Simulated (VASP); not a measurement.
# CO2 (Aem2) in VASP: further runs

CO2 is run at these levels: PBE; tasks: single point.

All numbers are computed with VASP 6.6.1; they aren't measurements. Logs are shortened: lines on timing, memory, paths and dates and some standing lists are left out, and cuts for length are marked.

## (1) The cell of the first run

Symmetry: Aem2, No. 39, orthorhombic system. Conventional cell: a = 6.270 Å, b = 5.579 Å, c = 4.897 Å, α = 90.00°, β = 90.00°, γ = 90.00°. Within 1.7 Å of C (site symmetry m) lie 2 O at 1.25 to 1.31 Å. O (site symmetry m) has 1 C at 1.25 Å within 1.7 Å. O (site symmetry m) has 1 C at 1.31 Å within 1.8 Å.

## (2) Single point, PBE (strained and its atoms moved)

File INCAR:

```
  ALGO = Normal
  EDIFF = 1E-6
  ENCUT = 520
  GGA = PE
  ISIF = 2
  ISMEAR = 0
  LASPH = T
  LCHARG = F
  LREAL = F
  LWAVE = F
  NBANDS = 25
  NELM = 80
  PREC = Accurate
  SIGMA = 0.02
```

File KPOINTS:

```
k-points
0
Gamma
  6 6 4
```

File POSCAR:

```
CO2
1.0
    2.7895584956     -2.4482801358      0.0000000000
    2.7895584956      2.4482801358      0.0000000000
    0.0000000000      0.0000000000      6.2703317968
C O
2 4
Direct
   -0.0120363635      0.0120363635     -0.0208699491
    0.4879636365      0.5120363635      0.5208699491
    0.8163104168      0.1836895832      0.8306184901
    0.1957259467      0.8042740533      0.1109707356
    0.6957259467      0.3042740533      0.3890292644
    0.3163104168      0.6836895832      0.6693815099
```

Potentials or basis: VASP PAW PBE potentials, release 64 (C, O).

The run is started by

```console
> cat potpaw_PBE.64/C/POTCAR potpaw_PBE.64/O/POTCAR > POTCAR
> mpirun -np 1 vasp_std > vasp.out
```

OUTCAR:

```text
EDIFF = 1E-6
   ENCUT = 520
   GGA = PE
   ISIF = 2
   ISMEAR = 0
   LASPH = T
   LREAL = F
   NELM = 80
   PREC = Accurate

 ion  position               nearest neighbor table
   1  0.988  0.012  0.979-   3 1.25   4 1.31
   2  0.488  0.512  0.521-   6 1.25   5 1.31
   3  0.816  0.184  0.831-   1 1.25
   4  0.196  0.804  0.111-   1 1.31
   5  0.696  0.304  0.389-   2 1.31
   6  0.316  0.684  0.669-   2 1.25

  LATTYP: Found a base centered orthorhombic cell.
 ALAT       =     4.8965602716
 B/A-ratio  =     1.1393951431
 C/A-ratio  =     1.2805584837

  Lattice vectors:

 A1 = (  -2.7895584956,  -2.4482801358,   0.0000000000)
 A2 = (   2.7895584956,  -2.4482801358,   0.0000000000)
 A3 = (   0.0000000000,   0.0000000000,   6.2703317968)

Analysis of symmetry for initial positions (statically):
=====================================================================
 Subroutine PRICEL returns:
 Original cell was already a primitive cell.

 Routine SETGRP: Setting up the symmetry group for a
 base centered orthorhombic supercell.

 Subroutine GETGRP returns: Found  4 space group operations
 (whereof  2 operations were pure point group operations)
 out of a pool of  8 trial point group operations.

The static configuration has the point symmetry C_1h.
 The point group associated with its full space group is C_2v.

Analysis of symmetry for dynamics (positions and initial velocities):
=====================================================================
 Subroutine PRICEL returns:
 Original cell was already a primitive cell.

 Routine SETGRP: Setting up the symmetry group for a
 base centered orthorhombic supercell.

 Subroutine GETGRP returns: Found  4 space group operations
 (whereof  2 operations were pure point group operations)
 out of a pool of  8 trial point group operations.

The dynamic configuration has the point symmetry C_1h.
 The point group associated with its full space group is C_2v.

 Subroutine INISYM returns: Found  4 space group operations
 (whereof  2 operations are pure point group operations),
 and found     1 'primitive' translations

----------------------------------------------------------------------------------------

                                     Primitive cell

  volume of cell :      85.6480

  direct lattice vectors                    reciprocal lattice vectors
     2.789558496 -2.448280136  0.000000000     0.179239833 -0.204224996  0.000000000
     2.789558496  2.448280136  0.000000000     0.179239833  0.204224996  0.000000000
     0.000000000  0.000000000  6.270331797     0.000000000  0.000000000  0.159481194

  length of vectors
     3.711564660  3.711564660  6.270331797     0.271725536  0.271725536  0.159481194

  position of ions in fractional coordinates (direct lattice)
     0.987963636  0.012036364  0.979130051
     0.487963636  0.512036364  0.520869949
     0.816310417  0.183689583  0.830618490
     0.195725947  0.804274053  0.110970736
     0.695725947  0.304274053  0.389029264
     0.316310417  0.683689583  0.669381510

  ion indices of the primitive-cell ions
   primitive index   ion index
                 1           1
                 2           2
                 3           3
                 4           4
                 5           5
                 6           6

----------------------------------------------------------------------------------------

 KPOINTS: k-points

Automatic generation of k-mesh.
 Grid dimensions read from file:
 generate k-points for:    6    6    4

 Generating k-lattice:

  Cartesian coordinates                     Fractional coordinates (reciprocal lattice)
     0.029873306 -0.034037499  0.000000000     0.166666667  0.000000000  0.000000000
     0.029873306  0.034037499  0.000000000     0.000000000  0.166666667  0.000000000
     0.000000000  0.000000000  0.039870298     0.000000000  0.000000000  0.250000000

  Length of vectors
     0.045287589  0.045287589  0.039870298

  Shift w.r.t. Gamma in fractional coordinates (k-lattice)
     0.000000000  0.000000000  0.000000000

 Subroutine IBZKPT returns following result:
 ===========================================

 Found     39 irreducible k-points:

 Following reciprocal coordinates:
            Coordinates               Weight
  0.000000  0.000000  0.000000      1.000000
  0.166667  0.000000  0.000000      4.000000
  0.333333 -0.000000  0.000000      4.000000
  0.500000  0.000000  0.000000      2.000000
  0.166667  0.166667  0.000000      2.000000
  0.333333  0.166667  0.000000      4.000000
[... 16 lines left out ...]
  0.333333  0.333333  0.250000      4.000000
  0.500000  0.333333  0.250000      8.000000
 [... further k-points ...]
   k-points           NKPTS =     39   k-points in BZ     NKDIM =     39   number of bands    NBANDS=     25
   number of dos      NEDOS =    301   number of ions     NIONS =      6
   total plane-waves  NPLWV =  37632
   dimension x,y,z NGX =    28 NGY =   28 NGZ =   48
   dimension x,y,z NGXF=    56 NGYF=   56 NGZF=   96
   ions per type =               2   4
   NGX,Y,Z   is equivalent  to a cutoff of  12.54, 12.54, 12.73 a.u.
   NGXF,Y,Z  is equivalent  to a cutoff of  25.08, 25.08, 25.45 a.u.
 SYSTEM =  unknown system
   PREC   = accura    normal or accurate (medium, high low for compatibility)
   ISTART =      0    job   : 0-new  1-cont  2-samecut
   ICHARG =      2    charge: 1-file 2-atom 10-const
   ISPIN  =      1    spin polarized calculation?
   LNONCOLLINEAR =      F non collinear calculations
   LSORBIT =      F    spin-orbit coupling
   LASPH  =      T    aspherical Exc in radial PAW
   ENCUT  =  520.0 eV  38.22 Ry    6.18 a.u.   6.90  6.90 11.66*2*pi/ulx,y,z
   NELM   =     80;   NELMIN=  2; NELMDL= -5     # of ELM steps
   EDIFF  = 0.1E-05   stopping-criterion for ELM
   LREAL  =      F    real-space projection
   EDIFFG = 0.1E-04   stopping-criterion for IOM
   NSW    =      0    number of steps for IOM
   IBRION =     -1    ionic relax: 0-MD 1-quasi-New 2-CG
   NFREE  =      0    steps in history (QN), initial steepest desc. (CG)
   ISIF   =      2    stress and relaxation
   ISYM   =      2    0-nonsym 1-usesym 2-fastsym
   POTIM  = 0.5000    time-step for ionic-motion
   TEBEG  =    0.0;   TEEND  =   0.0 temperature during run
   PSTRESS=    0.0 pullay stress
   NELECT =      32.0000    total number of electrons
   NUPDOWN=      -1.0000    fix difference up-down
   EMIN   =  10.00;   EMAX   =-10.00  energy-range for DOS
   EFERMI =   0.00;   METHOD = LEGACY
   ISMEAR =     0;   SIGMA  =   0.02  broadening in eV -4-tet -1-fermi 0-gaus
   EFERMI_NEDOS =   21; number of points for ismear=-14 and -15
   IALGO  =     38    algorithm
   IMIX   =      4    mixing-type and parameters
     AMIX     =   0.40;   BMIX     =  1.00
     AMIX_MAG =   1.60;   BMIX_MAG =  1.00
  volume/ion in A,a.u.               =      14.27        96.33
  Fermi-wavevector in a.u.,A,eV,Ry     =   1.179105  2.228185 18.916023  1.390288
  Thomas-Fermi vector in A             =   2.315422
   LORBIT       =      0    0 simple, 1 ext, 2 COOP (PROOUT), +10 PAW based schemes
   GGA     = PE    functional components
   LHFCALC =     F    Hartree Fock is set to
   AEXX    =    0.0000 exact exchange contribution
   IVDW    =     0    specifies the selected vdW correction
   LEPSILON=     F    determine dielectric tensor
   LRPA    =     F    only Hartree local field effects (RPA)
 non-spin polarized calculation
 Gauss-broadening in eV      SIGMA  =   0.02
  energy-cutoff  :      520.00
  volume of cell :       85.65
 maximum number of plane-waves:      2328
   NGX = 13   NGY = 13   NGZ = 23

 number of electron      31.9999999 magnetization

 Free energy of the ion-electron system (eV)
  ---------------------------------------------------
  ext. energy  EPLUGINS =         0.00000000
  ---------------------------------------------------
  free energy    TOTEN  =       -43.75098032 eV

  energy without entropy =      -43.75098032  energy(sigma->0) =      -43.75098032

 E-fermi :  -2.7546     XC(G=0):  -8.1943

 val. band max:       -2.9419861314   @ k =   0.5000   0.5000   0.0000
 cond. band min:       1.9963366911   @ k =   0.0000   0.0000   0.0000
 fundamental gap:      4.9383228225
 Fermi energy:        -2.7545640937

 k-point     1 :       0.0000    0.0000    0.0000
  band No.  band energies     occupation
      1     -22.9460      2.00000
      2     -22.4489      2.00000
      3     -21.3151      2.00000
      4     -21.1995      2.00000
      5      -9.2230      2.00000
      6      -8.7713      2.00000
[... 17 lines left out ...]
     24      10.6498      0.00000
     25      11.0824      0.00000

 k-point     2 :       0.1667    0.0000    0.0000
  band No.  band energies     occupation
      1     -22.9003      2.00000
      2     -22.4656      2.00000
      3     -21.3071      2.00000
      4     -21.2106      2.00000
      5      -9.2379      2.00000
      6      -8.9073      2.00000
[... 17 lines left out ...]
     24      10.7601      0.00000
     25      11.0399      0.00000

 k-point     3 :       0.3333   -0.0000    0.0000
  band No.  band energies     occupation
      1     -22.7818      2.00000
      2     -22.5259      2.00000
      3     -21.2878      2.00000
      4     -21.2363      2.00000
      5      -9.2659      2.00000
      6      -9.1247      2.00000
[... 17 lines left out ...]
     24      10.5169      0.00000
     25      11.0489      0.00000

 k-point     4 :       0.5000    0.0000    0.0000
  band No.  band energies     occupation
      1     -22.6394      2.00000
      2     -22.6394      2.00000
      3     -21.2637      2.00000
      4     -21.2637      2.00000
      5      -9.2500      2.00000
      6      -9.2500      2.00000
[... 17 lines left out ...]
     24       9.8146      0.00000
     25      11.2971      0.00000

 k-point     5 :       0.1667    0.1667    0.0000
  band No.  band energies     occupation
      1     -22.8914      2.00000
      2     -22.4458      2.00000
      3     -21.3006      2.00000
      4     -21.2168      2.00000
      5      -9.3187      2.00000
      6      -8.7895      2.00000
[... 17 lines left out ...]
     24      10.5948      0.00000
     25      11.2917      0.00000

 k-point     6 :       0.3333    0.1667    0.0000
  band No.  band energies     occupation
      1     -22.8098      2.00000
      2     -22.4695      2.00000
      3     -21.2833      2.00000
      4     -21.2378      2.00000
      5      -9.3909      2.00000
      6      -8.9091      2.00000
[... 17 lines left out ...]
     24      10.7735      0.00000
     25      10.9657      0.00000
[... 393 lines left out ...]
 k-point    21 :      -0.3333    0.1667    0.2500
  band No.  band energies     occupation
      1     -22.6887      2.00000
      2     -22.5897      2.00000
      3     -21.2823      2.00000
      4     -21.2456      2.00000
      5      -9.2449      2.00000
      6      -9.0963      2.00000
[... 17 lines left out ...]
     24       9.9729      0.00000
     25      10.7167      0.00000

 k-point    22 :      -0.1667    0.1667    0.2500
  band No.  band energies     occupation
      1     -22.8149      2.00000
      2     -22.5237      2.00000
      3     -21.3060      2.00000
      4     -21.2151      2.00000
      5      -9.1755      2.00000
      6      -9.0558      2.00000
[... 17 lines left out ...]
     24      10.2212      0.00000
     25      11.1048      0.00000

 k-point    23 :       0.3333    0.3333    0.2500
  band No.  band energies     occupation
      1     -22.7689      2.00000
      2     -22.4548      2.00000
      3     -21.3062      2.00000
      4     -21.2116      2.00000
      5      -9.4729      2.00000
      6      -8.9401      2.00000
[... 17 lines left out ...]
     24      10.6251      0.00000
     25      11.1900      0.00000

 k-point    24 :       0.5000    0.3333    0.2500
  band No.  band energies     occupation
      1     -22.7093      2.00000
      2     -22.4845      2.00000
      3     -21.2965      2.00000
      4     -21.2248      2.00000
      5      -9.4902      2.00000
      6      -8.9679      2.00000
[... 17 lines left out ...]
     24      10.2139      0.00000
     25      10.6027      0.00000

 [... further k-points ...]

------------------------ aborting loop because EDIFF is reached ----------------------------------------

  FORCE on cell =-STRESS in cart. coord.  units (eV):
  Direction    XX          YY          ZZ          XY          YZ          ZX
  --------------------------------------------------------------------------------------
  -------------------------------------------------------------------------------------
  Total        0.8768490    -18.2590966    -15.6898090      0.0000000      0.0000000      0.0000000
  in kB       16.4028111   -341.5645327   -293.5020496      0.0000000      0.0000000      0.0000000
  external PRESSURE =    -206.2212570 kB  Pullay stress =       0.0000000 kB

 VOLUME and BASIS-vectors are now :
 -----------------------------------------------------------------------------
  energy-cutoff  :      520.00
  volume of cell :       85.65
      direct lattice vectors                 reciprocal lattice vectors
     2.789558496 -2.448280136  0.000000000     0.179239833 -0.204224996  0.000000000
     2.789558496  2.448280136  0.000000000     0.179239833  0.204224996  0.000000000
     0.000000000  0.000000000  6.270331797     0.000000000  0.000000000  0.159481194

 POSITION                                       TOTAL-FORCE (eV/Angst)
 -----------------------------------------------------------------------------------
      2.78956     -2.38934      6.13947         0.000000     -2.528908      0.219966
      2.78956      0.05894      3.26603         0.000000     -2.528908     -0.219966
      2.78956     -1.54883      5.20825         0.000000     -4.253399      5.643983
      2.78956      1.48990      0.69582         0.000000      6.782307     -5.049733
      2.78956     -0.95838      2.43934         0.000000      6.782307      5.049733
      2.78956      0.89945      4.19724         0.000000     -4.253399     -5.643983
 -----------------------------------------------------------------------------------
    total drift:                               -0.000000      0.000110      0.000000

  FREE ENERGIE OF THE ION-ELECTRON SYSTEM (eV)
  ---------------------------------------------------
  free  energy   TOTEN  =       -43.7509803186 eV

  energy  without entropy=      -43.7509803186  energy(sigma->0) =      -43.75098032
```

Run time: 71 s. Hardware: 1 thread of Intel Xeon Platinum 8259CL at 2.50GHz (Skylake/Cascade Lake), shared host; peak memory 0.21 GiB.

Results:

| Quantity | Value |
| --- | --- |
| Free energy | -43.7510 eV |
| Pressure | -20.6 GPa |
| Largest force | 8.456 eV/Å |
| Band gap on the k mesh | 4.94 eV (least direct gap 5.09 eV) |

Forces in eV/Å, atoms in the order of the input:
```
C    0.000 -2.529  0.220
C    0.000 -2.529 -0.220
O    0.000 -4.253  5.644
O    0.000  6.782 -5.050
O    0.000  6.782  5.050
O    0.000 -4.253 -5.644
```

Stress tensor (GPa, compression positive):
```
  1.64   0.00   0.00
  0.00 -34.16   0.00
  0.00   0.00 -29.35
```

Levels at points of the mesh, in eV from the valence-band top:
| k point | band 12 | band 13 | band 14 | band 15 | band 16 | band 17 | band 18 | band 19 | band 20 | band 21 |
| --- | --- | --- | --- | --- | --- | --- | --- | --- | --- | --- |
| (0.00, 0.00, 0.00) | -2.72 | -1.04 | -0.89 | -0.31 | -0.15 | 4.94 | 5.44 | 5.46 | 6.22 | 7.10 |
| (0.50, 0.00, 0.00) | -2.94 | -0.59 | -0.59 | -0.36 | -0.36 | 5.64 | 5.64 | 6.38 | 6.38 | 8.32 |
| (0.50, 0.50, 0.00) | -2.92 | -1.11 | -0.94 | -0.02 | 0.00 | 5.67 | 6.31 | 6.58 | 6.75 | 8.10 |
| (0.00, 0.00, 0.50) | -2.72 | -1.04 | -0.70 | -0.51 | -0.31 | 5.53 | 5.63 | 5.74 | 5.93 | 7.21 |
| (0.50, 0.00, 0.50) | -2.78 | -0.67 | -0.67 | -0.33 | -0.33 | 5.73 | 5.73 | 6.40 | 6.40 | 8.14 |
| (0.50, 0.50, 0.50) | -2.96 | -0.97 | -0.47 | -0.36 | -0.29 | 6.08 | 6.10 | 6.60 | 6.72 | 8.52 |

Caveat: the cell differs from its parent crystal (strained and its atoms moved); the stress differs along the axes, from -34 to 2 GPa; this functional lacks dispersion, which holds the molecules together, so the pressure and a relaxed volume are unreliable; forces of over 1 eV/Å act on the atoms, so gaps and moduli don't describe the material at rest.

## (3) Single point, PBE (strained and its atoms moved)

File INCAR:

```
PREC = Accurate
ENCUT = 520
EDIFF = 1E-6
ISMEAR = 0
SIGMA = 0.02
LREAL = F
LASPH = T
NELM = 100
ALGO = Normal
ISIF = 2
LWAVE = F
LCHARG = F
GGA = PE
NBANDS = 25
```

File KPOINTS:

```
Automatic mesh
0
Gamma
  6 6 4
```

File POSCAR:

```
CO2
1.0
    2.7747973927     -2.5173708586      0.0000000000
    2.7747973927      2.5173708586      0.0000000000
    0.0000000000      0.0000000000      6.8412422463
C O
2 4
Direct
   -0.0156315510      0.0156315510      0.0330132546
    0.4843684490      0.5156315510      0.4669867454
    0.7710074935      0.2289925065      0.9229948738
    0.2446240575      0.7553759425      0.1179845771
    0.7446240575      0.2553759425      0.3820154229
    0.2710074935      0.7289925065      0.5770051262
```

Potentials or basis: VASP PAW PBE potentials, release 64 (C, O).

The run is started by

```console
> cat potpaw_PBE.64/C/POTCAR potpaw_PBE.64/O/POTCAR > POTCAR
> mpirun -np 1 vasp_std > vasp.out
```

Wall time 75 s (1 thread of Intel Xeon Platinum 8259CL at 2.50GHz (Skylake/Cascade Lake), shared host); peak memory 0.22 GiB.

The run converged. Its results:

```yaml
Free_energy: -40.7105 eV
Pressure: -28.8 GPa
Largest_force: 10.472 eV/Å
Band_gap_on_the_k_mesh: 3.73 eV (least direct gap 4.31 eV)
```

Forces on the atoms (eV/Å):
```
C    0.000 -2.112 -1.536
C    0.000 -2.112  1.536
O    0.000 -7.540  5.363
O    0.000  9.652 -4.061
O    0.000  9.652  4.061
O    0.000 -7.540 -5.363
```

Stress tensor (GPa, compression positive):
```
  2.09   0.00   0.00
  0.00 -68.36   0.00
  0.00   0.00 -20.14
```

Levels at points of the mesh, in eV from the valence-band top:
| k point | band 13 | band 14 | band 15 | band 16 | band 17 | band 18 | band 19 | band 20 |
| --- | --- | --- | --- | --- | --- | --- | --- | --- |
| (0.00, 0.00, 0.00) | -0.88 | -0.81 | -0.66 | -0.58 | 3.73 | 4.16 | 4.52 | 4.68 |
| (0.50, 0.00, 0.00) | -0.69 | -0.69 | -0.24 | -0.24 | 4.27 | 4.27 | 5.21 | 5.21 |
| (0.50, 0.50, 0.00) | -0.89 | -0.50 | -0.48 | 0.00 | 4.54 | 4.86 | 5.64 | 5.74 |
| (0.00, 0.00, 0.50) | -0.85 | -0.74 | -0.72 | -0.62 | 4.23 | 4.27 | 4.45 | 4.57 |
| (0.50, 0.00, 0.50) | -0.74 | -0.74 | -0.24 | -0.24 | 4.34 | 4.34 | 5.23 | 5.23 |
| (0.50, 0.50, 0.50) | -0.78 | -0.66 | -0.40 | -0.08 | 4.72 | 4.91 | 5.61 | 5.78 |

Caveat: the cell differs from its parent crystal (strained and its atoms moved); the stress differs along the axes, from -68 to 2 GPa; this functional lacks dispersion, which holds the molecules together, so the pressure and a relaxed volume are unreliable; forces of over 1 eV/Å act on the atoms, so gaps and moduli don't describe the material at rest.
